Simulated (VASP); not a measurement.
Set up this calculation in VASP 6.6.1, as the native input.

* Task: single point
* Functional: PBE
* Potentials or basis: VASP PAW PBE potentials, release 64 (Cu_sv_GW)
* Cutoff: 700 eV
* k mesh: 28 × 28 × 28
* Occupations: gaussian, width 0.15 eV
* Spin: no spin polarisation
* Dipole correction: no
* Second run: valence_matched
* Further INCAR settings: ALGO = Normal; EDIFF = 1e-06; NBANDS = 16

The structure of Cu lies in POSCAR:

```
Cu
1.0
    0.0000000000      1.9056178346      1.8602459814
    1.9056178346      0.0000000000      1.8602459814
    1.9056178346      1.9056178346      0.0000000000
Cu
1
Direct
    0.0000000000      0.0000000000      0.0000000000
```

This cell differs from its parent crystal: strain +0.050 along x and y, +0.025 along z.

The input as run:

INCAR

```
PREC     = Accurate       # precision mode
ENCUT    = 700            # plane-wave cutoff, eV
EDIFF    = 1E-6           # SCF threshold, eV
ISMEAR   = 0              # smearing method
SIGMA    = 0.15           # smearing width, eV
LREAL    = False          # projectors in reciprocal space
LASPH    = True           # aspherical terms in the spheres
NELM     = 120            # most SCF steps
ALGO     = Normal         # electronic algorithm
ISIF     = 2              # what is computed and relaxed
LWAVE    = False          # write WAVECAR
LCHARG   = False          # write CHGCAR
GGA      = PE             # functional
NBANDS   = 16             # bands
GGA_COMPAT= False
```

KPOINTS

```
Automatic mesh
0
Gamma
  28 28 28
```

Potentials or basis: VASP PAW PBE potentials, release 64 (Cu_sv_GW).

Run with:

```bash
$ cat potpaw_PBE.64/Cu_sv_GW/POTCAR > POTCAR
$ mpirun -np 1 vasp_std > vasp.out
```

It gave:

* Pressure: -16.0 GPa

Caveat: the cell differs from its parent crystal (strain +0.050 along x and y, +0.025 along z).

Wall time 2.3 min on 1 thread of Intel(R) Xeon(R) 6975P-C (Granite Rapids), on a shared host, peak memory 0.72 GiB.
